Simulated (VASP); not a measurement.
Set up this calculation in VASP 6.6.1, as the native input.

```yaml
Task: relaxation of cell and atoms
Functional: PBE
Potentials_or_basis: VASP PAW PBE potentials, release 64 (Ge_d, Pb_d, N)
Cutoff: 600 eV
k_mesh: 8 × 8 × 8
Occupations: fermi-dirac, width 0.15 eV
Spin: no spin polarisation
Dipole_correction: no
Further_INCAR_settings: ALGO = Normal; EDIFF = 1e-06; IBRION = 2; EDIFFG = -0.001; NSW = 80; ISIF = 3
```

The structure of Ge3PbN lies in POSCAR:

```
Ge3PbN
1.0
    5.4116669374      0.0000000000      0.0000000000
    0.0000000000      5.4116669374      0.0000000000
    0.0000000000      0.0000000000      5.4116669374
Ge Pb N
3 1 1
Direct
    0.0000000000      0.5000000000      0.5000000000
    0.5000000000      0.0000000000      0.5000000000
    0.5000000000      0.5000000000      0.0000000000
    0.5000000000      0.5000000000      0.5000000000
    0.0000000000      0.0000000000      0.0000000000
```

These files were run (other wordings do the same):

INCAR

```
PREC     = Accurate       # precision mode
ENCUT    = 600            # plane-wave cutoff, eV
EDIFF    = 1E-6           # SCF threshold, eV
ISMEAR   = -1             # smearing method
SIGMA    = 0.15           # smearing width, eV
LREAL    = F              # projectors in reciprocal space
LASPH    = T              # aspherical terms in the spheres
NELM     = 100            # most SCF steps
ALGO     = Normal         # electronic algorithm
ISIF     = 3              # what is computed and relaxed
LWAVE    = F              # write WAVECAR
LCHARG   = F              # write CHGCAR
GGA      = PE             # functional
IBRION   = 2              # ionic algorithm
NSW      = 80             # ionic steps
EDIFFG   = -0.001         # ionic threshold
```

KPOINTS

```
regular mesh
0
Gamma
  8 8 8
```

Potentials or basis: VASP PAW PBE potentials, release 64 (Ge_d, Pb_d, N).

Command:

```sh
$ cat potpaw_PBE.64/Ge_d/POTCAR potpaw_PBE.64/Pb_d/POTCAR potpaw_PBE.64/N/POTCAR > POTCAR
$ mpirun -np 1 vasp_std > vasp.out
```

Results of the run:

The relaxed volume is 32.01 Å³/atom. The relaxed cell is a = 5.429 Å, b = 5.429 Å, c = 5.429 Å, α = 90.00°, β = 90.00°, γ = 90.00°, the space group after relaxing (to 0.05 Å) is Pm-3m (No. 221) and the energy gained by relaxing is 0.3 meV/atom. The ionic steps are 15 and the pressure after relaxing is 0.0 GPa.

Wall time 25 min on 1 thread of Intel(R) Xeon(R) Platinum 8488C (Sapphire Rapids), with other jobs on the host, peak memory 0.5 GiB.
